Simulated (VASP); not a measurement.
A run of VASP 6.6.1 is set up as follows.

Contents of POSCAR:

```
Sn
1.0
   -1.8804419306      1.8804419306      1.8946518192
    1.8804419306     -1.8804419306      1.8946518192
    1.9088617078      1.9088617078     -1.8946518192
Sn
1
Direct
    0.0000000000      0.0000000000      0.0000000000
```

The input INCAR.step1:

```
SYSTEM = Sn
ALGO = Normal
EDIFF = 1E-4
ENCUT = 520
GGA = PE
ISMEAR = -1
LASPH = .True.
LCHARG = .False.
LREAL = .False.
LWAVE = .True.
NBANDS = 13
NELM = 100
PREC = Accurate
SIGMA = 0.08
```

INCAR.step2

```
SYSTEM = Sn
ALGO = Normal
EDIFF = 1E-8
ENCUT = 520
ISIF = 2
ISMEAR = -1
ISTART = 1
LASPH = .True.
LCHARG = .False.
LEFG = .True.
LMIXTAU = .True.
LREAL = .False.
LWAVE = .False.
METAGGA = R2SCAN
NBANDS = 13
NELM = 100
PREC = Accurate
SIGMA = 0.08
```

File KPOINTS:

```
k-points
0
Gamma
  14 14 14
  0 0 0
```

Potentials or basis: VASP PAW PBE potentials, release 64 (Sn_d).

Command:

```bash
$ cat potpaw_PBE.64/Sn_d/POTCAR > POTCAR
$ cp INCAR.step1 INCAR
$ mpirun -np 1 vasp_std > vasp.out
$ cp INCAR.step2 INCAR
$ mpirun -np 1 vasp_std > vasp.out
```

Q: Estimate the band gap on the k mesh.

A: Zero (band 7 reaches 16.29 eV, above the bottom of band 8 at 5.44 eV).

Q: What does it give for the pressure?

A: -0.5 GPa.

Electric field gradients, principal values (V/Å²):
| atom | least | middle | greatest (by size) |
| --- | --- | --- | --- |
| 1 Sn | -0.535 | -8.098 | 8.633 |

Caveat: the cell differs from its parent crystal (xy shear strain of +1.5 %); without QUAD_EFG the Cq values of the log hold for a quadrupole moment of 1 mb, not for the nuclei; the PAW data sets were made with another functional, which shifts forces and pressure a little; spin-orbit coupling is left out, which moves the levels of the heavy elements.
